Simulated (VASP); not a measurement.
Be: single point with PBE

Be:

```
Be
1.0
    -1.05915    1.05915    1.05915
     1.05915   -1.05915    1.05915
     1.05915    1.05915   -1.05915
Be
1
Direct
  0.00000 0.00000 0.00000
```

This isn't the form of Be at room conditions, which is hcp.

```
Program             : VASP 6.6.1
Task                : single point
Functional          : PBE
Potentials or basis : VASP PAW PBE potentials, release 64 (Be)
Cutoff              : 600 eV
k mesh              : 25 × 25 × 25
Occupations         : fermi-dirac, width 0.05 eV
Spin                : no spin polarisation
```

```yaml
Pressure: 141.2 GPa
Band_gap_on_the_k_mesh: zero (bands 1 and 2 overlap by 7.35 eV)
```

Levels at points of the mesh, in eV from the Fermi level:
| k point | band 1 | band 2 | band 3 | band 4 | band 5 | band 6 |
| --- | --- | --- | --- | --- | --- | --- |
| (0.00, 0.00, 0.00) | -15.26 | 29.03 | 29.03 | 29.03 | 42.58 | 42.58 |

Wall time 4.2 s on 1 thread of Intel(R) Xeon(R) 6975P-C (Granite Rapids), with other jobs on the host, peak memory 0.12 GiB.

Caveat: the cell stands under pressure.
